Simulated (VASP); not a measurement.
BP, 2 atoms in the cell. The structure is tetragonal, space group I-4m2 (No. 119). The conventional cell has a = 3.216 Å, b = 3.216 Å, c = 4.707 Å, α = 90.00°, β = 90.00°, γ = 90.00°. B (site symmetry -4m2) has 4 P at 1.99 Å within 2.6 Å. Within 2.6 Å of P (site symmetry -4m2) lie 4 B at 1.99 Å.  This cell differs from its parent crystal: strain +0.0350 x Voigt [0, 1, 0, 0, 0, 0].

* Program: VASP 6.6.1
* Task: single point
* Functional: PBE
* Potentials or basis: VASP PAW PBE potentials, release 64 (B, P)
* Cutoff: 520 eV
* k mesh: 10 × 10 × 10
* Occupations: gaussian, width 0.05 eV
* Spin: no spin polarisation
* Dipole correction: no
* Further INCAR settings: ALGO = Normal; EDIFF = 1e-06; NBANDS = 11

Potentials or basis: VASP PAW PBE potentials, release 64 (B, P).

Command:

```console
$ cat potpaw_PBE.64/B/POTCAR potpaw_PBE.64/P/POTCAR > POTCAR
$ mpirun -np 1 vasp_std > vasp.out
```

Hardware: 1 thread of Intel(R) Xeon(R) 6975P-C (Granite Rapids), on a shared host.

How long does it take, and how much memory?

It took 8.3 s on 1 thread of Intel(R) Xeon(R) 6975P-C (Granite Rapids), on a shared host, peak memory 0.14 GiB. Counts: scf iterations 13, k points 102.
